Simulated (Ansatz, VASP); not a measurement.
## Two plane-wave programs on Mg2C

File INCAR:

```
SYSTEM = Mg2C
PREC = Accurate
ENCUT = 520
EDIFF = 1E-6
ISMEAR = -1
SIGMA = 0.02
LREAL = .FALSE.
LASPH = .TRUE.
NELM = 80
ALGO = Normal
ISIF = 2
LWAVE = .FALSE.
LCHARG = .FALSE.
GGA = PE
NBANDS = 11
```

KPOINTS

```
regular mesh
0
G
  8 8 8
  0 0 0
```

File POSCAR:

```
Mg2C
1.0
   -0.0300914631      2.7109426181      2.7109426181
    2.7109426181     -0.0300914631      2.7109426181
    2.6808511551      2.6808511551      0.0000000000
C Mg
1 2
Direct
    0.0000000000      0.0000000000      0.0000000000
    0.2496265951      0.2496265951      0.2503734049
    0.7503734049      0.7503734049      0.7496265951
```

Input for Ansatz:

```yaml
crystal:
  lattice:
    - [-0.0300914631, 2.7109426181, 2.7109426181]
    - [2.7109426181, -0.0300914631, 2.7109426181]
    - [2.6808511551, 2.6808511551, 0.0]
  atoms:
    - { symbol: C, position: [0.0, 0.0, 0.0] }
    - { symbol: Mg, position: [0.2496265951, 0.2496265951, 0.2503734049] }
    - { symbol: Mg, position: [0.7503734049, 0.7503734049, 0.7496265951] }
kpoints:
  mp_grid: { grid: [8, 8, 8] }
  band_path:
    path:
      - [0.0, 0.0, 0.0]
      - [0.5, 0.0, 0.5]
      - [0.625, 0.25, 0.625]
      - [0.375, 0.375, 0.75]
      - [0.5, 0.5, 0.5]
      - [0.5, 0.25, 0.75]
      - [0.0375, 0.0375, 0.075]
    npoints: 1
hamiltonian:
  xc: pbe
scf:
  occupations: { method: fermi_dirac, width: 0.02 }
  n_extra_bands: 4
output:
  forces: true
  stress: true
  eigenvalues: true
```

Change from the starting cell: shear_xy strain -2.2%.

Alike in both runs: task single point; functional PBE; k mesh 8 × 8 × 8; occupations fermi-dirac, width 0.02 eV; no spin polarisation.

```csv
,VASP,Ansatz
version,VASP 6.6.1,Ansatz 0.2.0
potentials or method,"VASP PAW PBE potentials, release 64 (C, Mg)","plane waves, PAW"
plane-wave cutoff (eV),520,420
valence electrons in the cell,8,24
```

VASP gave:

- pressure (GPa): 1.9
- traceless stress, the component that is largest in VASP (GPa): 1.30
- rms of the force components (eV/Å): 0.003

Task: Estimate Ansatz's values.

Result: Pressure (GPa): 2.0; traceless stress, the component that is largest in VASP (GPa): 1.27; rms of the force components (eV/Å): 0.004.

Atom by atom the forces differ by 0.000 eV/Å (rms over components). VASP's potentials hold 8 valence electrons a cell and Ansatz's 24, so a difference there can come from the potentials and not from the codes.
